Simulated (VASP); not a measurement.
Set up this calculation in VASP 6.6.1, as the native input.

```
Task                   : relaxation of cell and atoms
Functional             : PBE
Potentials or basis    : VASP PAW PBE potentials, release 64 (Zn, O)
Cutoff                 : 600 eV
k mesh                 : 14 × 14 × 14
Occupations            : fermi-dirac, width 0.08 eV
Spin                   : no spin polarisation
Target pressure        : 14 GPa
Dipole correction      : no
Further INCAR settings : ALGO = Normal; EDIFF = 1e-06; IBRION = 2; EDIFFG = -0.005; NSW = 32; ISIF = 3
```

The structure of ZnO (CsCl type) lies in POSCAR:

```
ZnO
1.0
    2.6225660749      0.0000000000      0.0000000000
    0.0000000000      2.6225660749      0.0000000000
    0.0000000000      0.0000000000      2.6225660749
Zn O
1 1
Direct
    0.0000000000      0.0000000000      0.0000000000
    0.5000000000      0.5000000000      0.5000000000
```

One way to write it, as run:

INCAR

```
SYSTEM = ZnO
  PREC = Accurate
  ENCUT = 600
  EDIFF = 1E-6
  ISMEAR = -1
  SIGMA = 0.08
  LREAL = .False.
  LASPH = .True.
  NELM = 80
  ALGO = Normal
  ISIF = 3
  LWAVE = .False.
  LCHARG = .False.
  GGA = PE
  IBRION = 2
  NSW = 32
  EDIFFG = -0.005
  PSTRESS = 140.0
```

KPOINTS

```
regular mesh
0
Gamma
  14 14 14
  0 0 0
```

Potentials or basis: VASP PAW PBE potentials, release 64 (Zn, O).

Launch:

```sh
$ cat potpaw_PBE.64/Zn/POTCAR potpaw_PBE.64/O/POTCAR > POTCAR
$ mpirun -np 1 vasp_std > vasp.out
```

It gave:

The relaxed volume is 9.05 Å³/atom and the relaxed cell is a = 2.626 Å, b = 2.626 Å, c = 2.626 Å, α = 90.00°, β = 90.00°, γ = 90.00°. The space group after relaxing (to 0.1 Å) is Pm-3m (No. 221) and the energy change on relaxing (the run minimises the enthalpy) is -2.9 meV/atom. The ionic steps are 3 and the pressure after relaxing is 14.0 GPa. The band gap on the k mesh is zero (bands 9 and 10 overlap by 0.47 eV).

Caveat: the cell is relaxed towards a set pressure, so the run minimises the enthalpy, not the energy; semilocal functionals underestimate gaps, and a narrow one can read as zero.

Wall time 94 s on 1 thread of Intel Xeon 8259CL (shared host), peak memory 0.17 GiB.
